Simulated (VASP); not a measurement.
Set up this calculation in VASP 6.6.1, as the native input.

* Task: single point
* Functional: PBE
* Potentials or basis: VASP PAW PBE potentials, release 64 (Ir)
* Cutoff: 500 eV
* k mesh: 8 × 8 × 11
* Occupations: fermi-dirac, width 0.08 eV
* Spin: no spin polarisation
* Dipole correction: no
* Further INCAR settings: ALGO = Normal; EDIFF = 1e-06; NBANDS = 20

The structure of Ir lies in POSCAR:

```
Ir
1.0
    4.3809842993      0.0000000000      0.0000000000
   -2.1904921497      3.7940436968      0.0000000000
    0.0000000000      0.0000000000      2.7015791980
Ir
3
Direct
    0.0000000000      0.0000000000      0.0000000000
    0.3333333333      0.6666666667      0.5000000000
    0.6666666667      0.3333333333      0.5000000000
```

This isn't the form of Ir at room conditions, which is fcc.

The input as run:

INCAR

```
SYSTEM = Ir
PREC     = Accurate       ! precision mode
ENCUT    = 500            ! plane-wave cutoff, eV
EDIFF    = 1E-6           ! SCF threshold, eV
ISMEAR   = -1             ! smearing method
SIGMA    = 0.08           ! smearing width, eV
LREAL    = .False.        ! projectors in reciprocal space
LASPH    = .True.         ! aspherical terms in the spheres
NELM     = 120            ! most SCF steps
ALGO     = Normal         ! electronic algorithm
ISIF     = 2              ! what is computed and relaxed
LWAVE    = .False.        ! write WAVECAR
LCHARG   = .False.        ! write CHGCAR
GGA      = PE             ! functional
NBANDS   = 20             ! bands
GGA_COMPAT= .False.
```

KPOINTS

```
Automatic mesh
0
Gamma
  8 8 11
  0 0 0
```

Potentials or basis: VASP PAW PBE potentials, release 64 (Ir).

Run with:

```bash
$ cat potpaw_PBE.64/Ir/POTCAR > POTCAR
$ mpirun -np 1 vasp_std > vasp.out
```

Results of the run:

| Item | Value |
| --- | --- |
| Pressure | 0.4 GPa |
| Band gap on the k mesh | zero (an odd number of electrons rules out a gap without spin polarisation) |

Caveat: spin-orbit coupling is left out, which moves the levels of the heavy elements.

Run time: 21 s on 1 thread of AMD EPYC 9R45 96-Core Processor (Zen 5) (shared host), peak memory 0.15 GiB.
